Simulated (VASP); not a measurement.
HfNbTe4:

```
CELL_PARAMETERS angstrom
6.30597 0.00000 0.00000
-3.15299 5.46113 0.00000
0.00000 0.00000 4.96757
ATOMIC_POSITIONS crystal
Hf 0.00000 0.00000 0.00000
Nb 0.33333 0.66667 0.00000
Te 0.66667 0.33333 0.00000
Te 0.00453 0.50227 0.50000
Te 0.49773 0.50227 0.50000
Te 0.49773 0.99547 0.50000
```

The cell was generated, and may not be a known phase.

| Item | Value |
| --- | --- |
| Program | VASP 6.6.1 |
| Task | relaxation of cell and atoms |
| Functional | PBE |
| Potentials or basis | VASP PAW PBE potentials, release 64 (Hf_pv, Nb_sv, Te) |
| Cutoff | 500 eV |
| k mesh | 3 × 3 × 4 |
| Occupations | gaussian, width 0.1 eV |
| Spin | no spin polarisation |

At the start: pressure -2.3 GPa; volume 28.51 Å³/atom.

Task: Where does the relaxation end?

Result: Over 6 steps the energy falls by 28.4 meV/atom and the volume is 27.58 Å³/atom (-3.3 %); space group P-6m2 (No. 187, to 0.1 Å) before and after.

Step by step:
```
step  energy change (eV)  largest force (eV/Å)  pressure (GPa)  volume (Å³)
   1              0.0000                1.2583           -2.30       171.07
   2             -0.1432                0.0837            1.83       161.12
   3             -0.1575                0.2773            0.74       163.28
   4             -0.1693                0.0207           -0.07       165.58
   5             -0.1693                0.0113           -0.05       165.50
   6             -0.1706                0.0031           -0.02       165.50
```

Final structure:
```yaml
crystal:
  lattice:
    - [6.23624, 0.00000, 0.00000]
    - [-3.11812, 5.40074, 0.00000]
    - [0.00000, 0.00000, 4.91396]
  atoms:
    - { symbol: Hf, position: [0.00000, 0.00000, 0.00000] }
    - { symbol: Nb, position: [0.33333, 0.66667, 0.00000] }
    - { symbol: Te, position: [0.66667, 0.33333, 0.00000] }
    - { symbol: Te, position: [0.01622, 0.50811, 0.50000] }
    - { symbol: Te, position: [0.49189, 0.50811, 0.50000] }
    - { symbol: Te, position: [0.49189, 0.98378, 0.50000] }
```

Caveat: the k points lie up to 0.39 Å⁻¹ apart in the final cell, too coarse for converged energies and pressures of a metal; an odd number of electrons without spin polarisation forces a metal; a magnetic or distorted state may lie lower.
